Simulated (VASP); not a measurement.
BRu4: single point with PBE

BRu4:

```
B Ru
1.0
    -2.58990    2.58990    2.58990
     2.58990   -2.58990    2.58990
     2.58990    2.58990   -2.58990
B Ru
1 4
Direct
  0.00000 0.00000 0.00000
  0.50000 0.50000 0.50000
  0.50000 0.00000 0.00000
  0.00000 0.00000 0.50000
  0.00000 0.50000 0.00000
```

The cell was built from a structure type or drawn by symmetry, and may not be a known phase.

```
Program             : VASP 6.6.1
Task                : single point
Functional          : PBE
Potentials or basis : VASP PAW PBE potentials, release 64 (B, Ru_pv)
Cutoff              : 520 eV
k mesh              : 6 × 6 × 6
Occupations         : gaussian, width 0.1 eV
Spin                : no spin polarisation
```

The pressure is 0.1 GPa and the band gap on the k mesh is zero (an odd number of electrons rules out a gap without spin polarisation).

Levels at points of the mesh, in eV from the Fermi level:
```tsv
k point	band 26	band 27	band 28	band 29	band 30	band 31	band 32	band 33
(0.00, 0.00, 0.00)	-0.53	-0.53	-0.48	-0.48	-0.48	1.22	1.22	1.22
(0.50, 0.00, 0.00)	-1.55	-1.26	-0.57	-0.45	-0.28	0.05	0.16	0.20
(0.50, 0.50, 0.50)	-0.93	-0.93	-0.93	-0.25	-0.25	1.24	1.55	1.55
```

Wall time 49 s on 1 thread of AMD EPYC 9R14 (Zen 4) (shared host), peak memory 0.18 GiB.
